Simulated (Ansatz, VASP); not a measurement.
BN in VASP and in Ansatz

```
N B
1.0
     0.00000    3.47186    2.15155
     1.24323    0.00000    2.15155
     1.24323    3.47186    0.00000
N B
1 1
Direct
  0.66665 0.66665 0.33335
  0.00005 0.00005 0.99995
```

Change from the starting cell: volume scaled by 0.98.

Alike in both runs: task single point; functional PBEsol; k mesh 13 × 13 × 13; occupations fermi-dirac, width 0.05 eV; no spin polarisation.

|  | VASP | Ansatz |
| --- | --- | --- |
| version | VASP 6.6.1 | Ansatz 0.2.0 |
| potentials or method | VASP PAW PBE potentials, release 64 (N, B), cutoff 520 eV | all-electron LAPW, scalar-relativistic |

```tsv
	VASP	Ansatz	Ansatz less VASP
gap on the k mesh at the Fermi level (eV)	3.80	3.81	+0.006
least direct gap on the mesh (eV)	4.64	4.64	+0.006
pressure (GPa)	5.7	5.4	-0.32
traceless stress, the component that is largest in VASP (GPa)	-5.57	-5.09	+0.478
rms of the force components (eV/Å)	0.006	0.006	-0.0001
```

VASP's potentials were made for PBE, not for PBEsol. Atom by atom the forces differ by 0.000 eV/Å (rms over components). Ansatz ran all-electron here, and VASP with PAW potentials.
